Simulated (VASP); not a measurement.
# CaBC (Cmcm) in VASP: further runs

Runs on CaBC. Level: PBE. Tasks: single point.

Everything below comes from runs of VASP 6.6.1. Logs are shortened: lines on timing, memory, paths and dates and some standing lists are left out, and cuts for length are marked.

## 1. The cell of the first run

It takes space group Cmcm (No. 63, orthorhombic). The conventional cell has a = 2.843 Å, b = 5.130 Å, c = 8.193 Å, α = 90.00°, β = 90.00°, γ = 90.00°. Within 3.5 Å of Ca (site symmetry 2/m) lie 6 B at 2.64 to 2.67 Å and 6 C at 2.64 to 2.67 Å and 6 Ca at 2.84 to 2.93 Å. Within 2.2 Å of B (site symmetry m2m) lie 3 C at 1.66 to 1.71 Å. Within 2.2 Å of C (site symmetry m2m) lie 3 B at 1.66 to 1.71 Å.

## 2. Single point, PBE (strain -0.0400 x Voigt [1, 0, 0, 0, 0, 0])

INCAR

```
  PREC = Accurate
  ENCUT = 520
  EDIFF = 1E-6
  ISMEAR = 0
  SIGMA = 0.15
  LREAL = F
  LASPH = T
  NELM = 80
  ALGO = Normal
  ISIF = 2
  LWAVE = F
  LCHARG = F
  GGA = PE
  NBANDS = 26
```

KPOINTS

```
regular mesh
0
Gamma
  18 18 6
```

POSCAR

```
CaBC
1.0
    2.8434970813      0.0000000000      0.0000000000
   -1.4217485407      2.5651465708      0.0000000000
    0.0000000000      0.0000000000      8.1933817783
Ca B C
2 2 2
Direct
    0.0000000000      0.0000000000      0.0000000000
    0.0000000000      0.0000000000      0.5000000000
    0.6666666667      0.3333333333      0.2500000000
    0.3333333333      0.6666666667      0.7500000000
    0.6666666667      0.3333333333      0.7500000000
    0.3333333333      0.6666666667      0.2500000000
```

Potentials or basis: VASP PAW PBE potentials, release 64 (Ca_sv, B, C).

Started as:

```sh
$ cat potpaw_PBE.64/Ca_sv/POTCAR potpaw_PBE.64/B/POTCAR potpaw_PBE.64/C/POTCAR > POTCAR
$ mpirun -np 1 vasp_std > vasp.out
```

OUTCAR:

```text
PREC = Accurate
   ENCUT = 520
   EDIFF = 1E-6
   ISMEAR = 0
   LREAL = F
   LASPH = T
   NELM = 80
   ISIF = 2
   GGA = PE

 ion  position               nearest neighbor table
   1  0.000  0.000  0.000-   3 2.64   4 2.64   3 2.64   4 2.64   3 2.67   4 2.67
   2  0.000  0.000  0.500-   3 2.64   4 2.64   3 2.64   4 2.64   3 2.67   4 2.67
   3  0.667  0.333  0.250-   6 1.66   6 1.66   6 1.71   1 2.64   2 2.64   1 2.64   2 2.64   1 2.67
                             2 2.67
   4  0.333  0.667  0.750-   5 1.66   5 1.66   5 1.71   1 2.64   2 2.64   2 2.64   1 2.64   2 2.67
                             1 2.67
   5  0.667  0.333  0.750-   4 1.66   4 1.66   4 1.71
   6  0.333  0.667  0.250-   3 1.66   3 1.66   3 1.71

  LATTYP: Found a base centered orthorhombic cell.
 ALAT       =     2.8434970813
 B/A-ratio  =     1.8042195912
 C/A-ratio  =     2.8814454680

  Lattice vectors:

 A1 = (   1.4217485407,  -2.5651465708,   0.0000000000)
 A2 = (   1.4217485406,   2.5651465708,   0.0000000000)
 A3 = (   0.0000000000,   0.0000000000,   8.1933817783)

Analysis of symmetry for initial positions (statically):
=====================================================================
 Subroutine PRICEL returns:
 Original cell was already a primitive cell.

 Routine SETGRP: Setting up the symmetry group for a
 base centered orthorhombic supercell.

 Subroutine GETGRP returns: Found  8 space group operations
 (whereof  4 operations were pure point group operations)
 out of a pool of  8 trial point group operations.

The static configuration has the point symmetry C_2h.
 The point group associated with its full space group is D_2h.

Analysis of symmetry for dynamics (positions and initial velocities):
=====================================================================
 Subroutine PRICEL returns:
 Original cell was already a primitive cell.

 Routine SETGRP: Setting up the symmetry group for a
 base centered orthorhombic supercell.

 Subroutine GETGRP returns: Found  8 space group operations
 (whereof  4 operations were pure point group operations)
 out of a pool of  8 trial point group operations.

The dynamic configuration has the point symmetry C_2h.
 The point group associated with its full space group is D_2h.

 Subroutine INISYM returns: Found  8 space group operations
 (whereof  4 operations are pure point group operations),
 and found     1 'primitive' translations

----------------------------------------------------------------------------------------

                                     Primitive cell

  volume of cell :      59.7624

  direct lattice vectors                    reciprocal lattice vectors
     2.843497081  0.000000000  0.000000000     0.351679629  0.194920636  0.000000000
    -1.421748541  2.565146571  0.000000000     0.000000000  0.389841271  0.000000000
     0.000000000  0.000000000  8.193381778     0.000000000  0.000000000  0.122049726

  length of vectors
     2.843497081  2.932805115  8.193381778     0.402085334  0.389841271  0.122049726

  position of ions in fractional coordinates (direct lattice)
     0.000000000  0.000000000  0.000000000
     0.000000000  0.000000000  0.500000000
     0.666666667  0.333333333  0.250000000
     0.333333333  0.666666667  0.750000000
     0.666666667  0.333333333  0.750000000
     0.333333333  0.666666667  0.250000000

  ion indices of the primitive-cell ions
   primitive index   ion index
                 1           1
                 2           2
                 3           3
                 4           4
                 5           5
                 6           6

----------------------------------------------------------------------------------------

 KPOINTS: regular mesh

Automatic generation of k-mesh.
 Grid dimensions read from file:
 generate k-points for:   18   18    6

 Generating k-lattice:

  Cartesian coordinates                     Fractional coordinates (reciprocal lattice)
     0.019537757  0.010828924  0.000000000     0.055555556  0.000000000  0.000000000
     0.000000000  0.021657848  0.000000000     0.000000000  0.055555556  0.000000000
     0.000000000  0.000000000  0.020341621     0.000000000  0.000000000  0.166666667

  Length of vectors
     0.022338074  0.021657848  0.020341621

  Shift w.r.t. Gamma in fractional coordinates (k-lattice)
     0.000000000  0.000000000  0.000000000

 Subroutine IBZKPT returns following result:
 ===========================================

 Found    364 irreducible k-points:

 Following reciprocal coordinates:
            Coordinates               Weight
  0.000000  0.000000  0.000000      1.000000
  0.055556  0.000000  0.000000      4.000000
  0.111111  0.000000  0.000000      4.000000
  0.166667 -0.000000  0.000000      4.000000
  0.222222 -0.000000  0.000000      4.000000
  0.277778  0.000000  0.000000      4.000000
[... 16 lines left out ...]
 -0.333333  0.055556  0.000000      4.000000
 -0.277778  0.055556  0.000000      4.000000
 [... further k-points ...]
   k-points           NKPTS =    364   k-points in BZ     NKDIM =    364   number of bands    NBANDS=     26
   number of dos      NEDOS =    301   number of ions     NIONS =      6
   total plane-waves  NPLWV =  36864
   dimension x,y,z NGX =    24 NGY =   24 NGZ =   64
   dimension x,y,z NGXF=    48 NGYF=   48 NGZF=  128
   ions per type =               2   2   2
   NGX,Y,Z   is equivalent  to a cutoff of  14.03, 13.60, 12.99 a.u.
   NGXF,Y,Z  is equivalent  to a cutoff of  28.06, 27.21, 25.97 a.u.
 SYSTEM =  unknown system
   PREC   = accura    normal or accurate (medium, high low for compatibility)
   ISTART =      0    job   : 0-new  1-cont  2-samecut
   ICHARG =      2    charge: 1-file 2-atom 10-const
   ISPIN  =      1    spin polarized calculation?
   LNONCOLLINEAR =      F non collinear calculations
   LSORBIT =      F    spin-orbit coupling
   LASPH  =      T    aspherical Exc in radial PAW
   ENCUT  =  520.0 eV  38.22 Ry    6.18 a.u.   5.29  5.45 15.23*2*pi/ulx,y,z
   NELM   =     80;   NELMIN=  2; NELMDL= -5     # of ELM steps
   EDIFF  = 0.1E-05   stopping-criterion for ELM
   LREAL  =      F    real-space projection
   EDIFFG = 0.1E-04   stopping-criterion for IOM
   NSW    =      0    number of steps for IOM
   IBRION =     -1    ionic relax: 0-MD 1-quasi-New 2-CG
   NFREE  =      0    steps in history (QN), initial steepest desc. (CG)
   ISIF   =      2    stress and relaxation
   ISYM   =      2    0-nonsym 1-usesym 2-fastsym
   POTIM  = 0.5000    time-step for ionic-motion
   TEBEG  =    0.0;   TEEND  =   0.0 temperature during run
   PSTRESS=    0.0 pullay stress
   NELECT =      34.0000    total number of electrons
   NUPDOWN=      -1.0000    fix difference up-down
   EMIN   =  10.00;   EMAX   =-10.00  energy-range for DOS
   EFERMI =   0.00;   METHOD = LEGACY
   ISMEAR =     0;   SIGMA  =   0.15  broadening in eV -4-tet -1-fermi 0-gaus
   EFERMI_NEDOS =   21; number of points for ismear=-14 and -15
   IALGO  =     38    algorithm
   IMIX   =      4    mixing-type and parameters
     AMIX     =   0.40;   BMIX     =  1.00
     AMIX_MAG =   1.60;   BMIX_MAG =  1.00
  volume/ion in A,a.u.               =       9.96        67.22
  Fermi-wavevector in a.u.,A,eV,Ry     =   1.356517  2.563444 25.036584  1.840137
  Thomas-Fermi vector in A             =   2.483513
   LORBIT       =      0    0 simple, 1 ext, 2 COOP (PROOUT), +10 PAW based schemes
   GGA     = PE    functional components
   LHFCALC =     F    Hartree Fock is set to
   AEXX    =    0.0000 exact exchange contribution
   IVDW    =     0    specifies the selected vdW correction
   LEPSILON=     F    determine dielectric tensor
   LRPA    =     F    only Hartree local field effects (RPA)
 non-spin polarized calculation
 Gauss-broadening in eV      SIGMA  =   0.15
  energy-cutoff  :      520.00
  volume of cell :       59.76
 maximum number of plane-waves:      1642
 NGX is ok and might be reduce to    24
   NGX = 11   NGY = 11   NGZ = 31

 number of electron      34.0000001 magnetization

 Free energy of the ion-electron system (eV)
  ---------------------------------------------------
  ext. energy  EPLUGINS =         0.00000000
  ---------------------------------------------------
  free energy    TOTEN  =       -36.00032146 eV

  energy without entropy =      -35.98291968  energy(sigma->0) =      -35.99162057

 E-fermi :   7.2590     XC(G=0): -11.7956

 val. band max:        7.2508181624   @ k =   0.5000   0.1111   0.1667
 cond. band min:       7.2612263050   @ k =   0.0556   0.3333   0.3333
 fundamental gap:      0.0104081425
 Fermi energy:         7.2590168487

 k-point     1 :       0.0000    0.0000    0.0000
  band No.  band energies     occupation
      1     -33.1736      2.00000
      2     -33.1668      2.00000
      3     -14.6442      2.00000
      4     -14.3205      2.00000
      5     -13.4643      2.00000
      6     -13.4590      2.00000
[... 18 lines left out ...]
     25      13.1017      0.00000
     26      13.4103      0.00000

 k-point     2 :       0.0556    0.0000    0.0000
  band No.  band energies     occupation
      1     -33.1630      2.00000
      2     -33.1563      2.00000
      3     -14.6262      2.00000
      4     -14.3079      2.00000
      5     -13.4922      2.00000
      6     -13.4853      2.00000
[... 18 lines left out ...]
     25      13.2688      0.00000
     26      13.4738      0.00000

 k-point     3 :       0.1111    0.0000    0.0000
  band No.  band energies     occupation
      1     -33.1325      2.00000
      2     -33.1259      2.00000
      3     -14.5740      2.00000
      4     -14.2713      2.00000
      5     -13.6426      2.00000
      6     -13.6272      2.00000
[... 572 lines left out ...]
 k-point    23 :      -0.3333    0.0556    0.0000
  band No.  band energies     occupation
      1     -32.9241      2.00000
      2     -32.9188      2.00000
      3     -14.6847      2.00000
      4     -14.6452      2.00000
      5     -14.2171      2.00000
      6     -14.0228      2.00000
[... 18 lines left out ...]
     25      13.2270      0.00000
     26      13.4640      0.00000

 k-point    24 :      -0.2778    0.0556    0.0000
  band No.  band energies     occupation
      1     -32.9858      2.00000
      2     -32.9801      2.00000
      3     -14.3974      2.00000
      4     -14.3618      2.00000
      5     -14.3238      2.00000
      6     -14.0967      2.00000
[... 18 lines left out ...]
     25      12.9607      0.00000
     26      13.0882      0.00000

 [... further k-points ...]

------------------------ aborting loop because EDIFF is reached ----------------------------------------

  FORCE on cell =-STRESS in cart. coord.  units (eV):
  Direction    XX          YY          ZZ          XY          YZ          ZX
  --------------------------------------------------------------------------------------
  -------------------------------------------------------------------------------------
  Total        7.2805860      0.5380498      1.3791025     -0.0000000      0.0000000      0.0000000
  in kB      195.1860400     14.4246377     36.9725116     -0.0000000      0.0000000      0.0000000
  external PRESSURE =      82.1943964 kB  Pullay stress =       0.0000000 kB

 VOLUME and BASIS-vectors are now :
 -----------------------------------------------------------------------------
  energy-cutoff  :      520.00
  volume of cell :       59.76
      direct lattice vectors                 reciprocal lattice vectors
     2.843497081  0.000000000  0.000000000     0.351679629  0.194920636  0.000000000
    -1.421748541  2.565146571  0.000000000     0.000000000  0.389841271  0.000000000
     0.000000000  0.000000000  8.193381778     0.000000000  0.000000000  0.122049726

 POSITION                                       TOTAL-FORCE (eV/Angst)
 -----------------------------------------------------------------------------------
      0.00000      0.00000      0.00000         0.000000      0.000000      0.000000
      0.00000      0.00000      4.09669         0.000000      0.000000      0.000000
      1.42175      0.85505      2.04835        -0.000000      0.119534      0.000000
     -0.00000      1.71010      6.14504         0.000000     -0.119534      0.000000
      1.42175      0.85505      6.14504        -0.000000      0.061824      0.000000
     -0.00000      1.71010      2.04835         0.000000     -0.061824      0.000000
 -----------------------------------------------------------------------------------
    total drift:                               -0.000000      0.000000      0.000000

  FREE ENERGIE OF THE ION-ELECTRON SYSTEM (eV)
  ---------------------------------------------------
  free  energy   TOTEN  =       -36.0003214592 eV

  energy  without entropy=      -35.9829196820  energy(sigma->0) =      -35.99162057
```

Run time: 3.2 min. Hardware: 1 thread of Intel Xeon 6975P-C (Granite Rapids), shared host; peak memory 0.59 GiB.

Results:

* Free energy: -36.0003 eV
* Pressure: 8.2 GPa
* Largest force: 0.120 eV/Å
* Band gap on the k mesh: zero (bands 17 and 18 overlap by 2.59 eV)

Forces on the atoms (eV/Å):
```
Ca   0.000  0.000  0.000
Ca   0.000  0.000  0.000
B    0.000  0.120  0.000
B    0.000 -0.120  0.000
C    0.000  0.062  0.000
C    0.000 -0.062  0.000
```

Levels at points of the mesh, in eV from the Fermi level:
```tsv
k point	band 14	band 15	band 16	band 17	band 18	band 19	band 20	band 21
(0.00, 0.00, 0.00)	-1.65	-1.64	-1.44	-0.80	1.23	3.35	3.76	4.06
(0.50, 0.00, 0.00)	-4.02	-3.81	-2.09	-2.08	-0.38	1.63	3.70	3.83
(0.00, 0.50, 0.00)	-3.88	-3.54	-2.42	-1.88	-0.12	1.79	3.42	3.96
(0.00, 0.00, 0.50)	-1.78	-1.55	-1.55	0.34	0.34	3.66	3.66	4.33
(0.50, 0.00, 0.50)	-4.21	-3.00	-3.00	-1.28	-1.28	2.23	2.23	4.85
(0.00, 0.50, 0.50)	-3.71	-3.26	-3.26	-1.06	-1.06	2.40	2.40	4.91
```

Caveat: the cell differs from its parent crystal (strain -0.0400 x Voigt [1, 0, 0, 0, 0, 0]); the stress differs along the axes, from 1 to 20 GPa.

## 3. Single point, PBE (strain -0.0200 x Voigt [1, 0, 0, 0, 0, 0])

INCAR

```
SYSTEM = CaBC
PREC = Accurate
ENCUT = 520
EDIFF = 1E-7
ISMEAR = 0
SIGMA = 0.15
LREAL = .FALSE.
LASPH = .TRUE.
NELM = 80
ALGO = Normal
ISIF = 2
LWAVE = .FALSE.
LCHARG = .TRUE.
GGA = PE
LELF = .TRUE.
LVHAR = .TRUE.
NBANDS = 26
```

KPOINTS

```
regular mesh
0
G
  18 18 6
  0 0 0
```

POSCAR, as its differences from that of step 2:

```diff
@@ -2,4 +2,4 @@
 1.0
-    2.8434970813      0.0000000000      0.0000000000
-   -1.4217485407      2.5651465708      0.0000000000
+    2.9027366038      0.0000000000      0.0000000000
+   -1.4513683019      2.5651465708      0.0000000000
     0.0000000000      0.0000000000      8.1933817783
```

Potentials or basis: VASP PAW PBE potentials, release 64 (Ca_sv, B, C).

Started as:

```sh
$ cat potpaw_PBE.64/Ca_sv/POTCAR potpaw_PBE.64/B/POTCAR potpaw_PBE.64/C/POTCAR > POTCAR
$ mpirun -np 1 vasp_std > vasp.out
```

Run time: 3.6 min. Hardware: 1 thread of Intel Xeon 6975P-C (Granite Rapids), shared host; peak memory 0.61 GiB.

The run converged. Its results:

```yaml
Free_energy: -36.1126 eV
Pressure: 4.2 GPa
Largest_force: 0.074 eV/Å
Band_gap_on_the_k_mesh: zero (bands 17 and 18 overlap by 2.51 eV)
```

Forces in eV/Å, atoms in the order of the input:
```
Ca   0.000  0.000  0.000
Ca   0.000  0.000  0.000
B    0.000  0.074  0.000
B    0.000 -0.074  0.000
C    0.000  0.045  0.000
C    0.000 -0.045  0.000
```

Stress tensor (GPa, compression positive):
```
9.38 0.00 0.00
0.00 0.89 0.00
0.00 0.00 2.25
```

Levels at points of the mesh, in eV from the Fermi level:
```tsv
k point	band 13	band 14	band 15	band 16	band 17	band 18	band 19	band 20	band 21	band 22
(0.00, 0.00, 0.00)	-1.89	-1.78	-1.64	-1.55	-0.79	1.32	3.52	3.86	3.86	4.13
(0.50, 0.00, 0.00)	-4.29	-3.93	-3.77	-2.16	-2.03	-0.29	1.59	3.73	3.88	4.32
(0.00, 0.50, 0.00)	-4.05	-3.87	-3.70	-2.33	-1.94	-0.16	1.67	3.59	3.97	4.72
(0.00, 0.00, 0.50)	-1.77	-1.77	-1.67	-1.67	0.40	0.40	3.82	3.82	4.14	4.14
(0.50, 0.00, 0.50)	-4.12	-4.12	-3.01	-3.01	-1.22	-1.22	2.21	2.21	4.83	4.83
(0.00, 0.50, 0.50)	-3.88	-3.88	-3.14	-3.14	-1.11	-1.11	2.32	2.32	4.86	4.86
```

Caveat: the cell differs from its parent crystal (strain -0.0200 x Voigt [1, 0, 0, 0, 0, 0]); the stress differs along the axes, from 1 to 9 GPa.

## 4. Single point, PBE (strain +0.0100 x Voigt [1, 0, 0, 0, 0, 0])

INCAR

```
SYSTEM = CaBC
ALGO = Normal
EDIFF = 1E-6
ENCUT = 520
GGA = PE
ISIF = 2
ISMEAR = 0
LASPH = .TRUE.
LCHARG = .FALSE.
LREAL = .FALSE.
LWAVE = .FALSE.
NBANDS = 26
NELM = 80
PREC = Accurate
SIGMA = 0.15
```

KPOINTS

```
k-points
0
G
  18 18 6
  0 0 0
```

POSCAR, as its differences from that of step 3:

```diff
@@ -2,4 +2,4 @@
 1.0
-    2.9027366038      0.0000000000      0.0000000000
-   -1.4513683019      2.5651465708      0.0000000000
+    2.9915958876      0.0000000000      0.0000000000
+   -1.4957979438      2.5651465708      0.0000000000
     0.0000000000      0.0000000000      8.1933817783
```

Started as:

```sh
$ cat potpaw_PBE.64/Ca_sv/POTCAR potpaw_PBE.64/B/POTCAR potpaw_PBE.64/C/POTCAR > POTCAR
$ mpirun -np 1 vasp_std > vasp.out
```

Run time: 3 min. Hardware: 1 thread of Intel Xeon 6975P-C (Granite Rapids), shared host; peak memory 0.6 GiB.

Results (log left out):

```yaml
Free_energy: -36.1447 eV
Pressure: -1.1 GPa
Largest_force: 0.046 eV/Å
Band_gap_on_the_k_mesh: zero (bands 17 and 18 overlap by 2.47 eV)
```

Forces in eV/Å, atoms in the order of the input:
```
Ca   0.000  0.000  0.000
Ca   0.000  0.000  0.000
B    0.000 -0.046  0.000
B    0.000  0.046  0.000
C    0.000 -0.031  0.000
C    0.000  0.031  0.000
```

Stress tensor (GPa, compression positive):
```
-3.67  0.00  0.00
 0.00  0.18  0.00
 0.00  0.00  0.33
```

Levels at points of the mesh, in eV from the Fermi level:
```csv
k point,band 14,band 15,band 16,band 17,band 18,band 19,band 20,band 21
"(0.00, 0.00, 0.00)",-1.89,-1.70,-1.66,-0.77,1.46,3.58,3.75,3.79
"(0.50, 0.00, 0.00)",-3.81,-3.71,-2.28,-1.96,-0.17,1.54,3.75,3.93
"(0.00, 0.50, 0.00)",-3.92,-3.66,-2.20,-2.01,-0.24,1.50,3.82,3.87
"(0.00, 0.00, 0.50)",-1.82,-1.78,-1.78,0.48,0.48,3.87,3.87,4.02
"(0.50, 0.00, 0.50)",-3.99,-3.03,-3.03,-1.13,-1.13,2.19,2.19,4.77
"(0.00, 0.50, 0.50)",-4.11,-2.96,-2.96,-1.19,-1.19,2.13,2.13,4.75
```

Caveat: the cell differs from its parent crystal (strain +0.0100 x Voigt [1, 0, 0, 0, 0, 0]).

## 5. The runs side by side

| cell | gap on the mesh (eV) | pressure (GPa) | largest force (eV/Å) |
| --- | --- | --- | --- |
| a = 2.843, b = 2.933, c = 8.193 Å, angles 90.0, 90.0, 119.0°, 6 atoms | none | 8.2 | 0.12 |
| a = 2.903, b = 2.947, c = 8.193 Å, angles 90.0, 90.0, 119.5°, 6 atoms | none | 4.2 | 0.07 |
| a = 2.992, b = 2.969, c = 8.193 Å, angles 90.0, 90.0, 120.2°, 6 atoms | none | -1.1 | 0.05 |

Alike in all rows: task single point; level PBE; potentials or basis VASP PAW PBE potentials, release 64 (Ca_sv, B, C); no spin polarisation; k mesh 18 × 18 × 6; cutoff (eV) 520; smearing gaussian 0.15 eV.

Caveats: the stress differs along the axes, from 1 to 20 GPa (at least some runs); the stress differs along the axes, from 1 to 9 GPa (at least some runs).

Total energies depend on the potentials used, so only differences within one code and one set of settings carry meaning.

The gap in the log of VASP goes by the Fermi energy; the results here count the filled bands.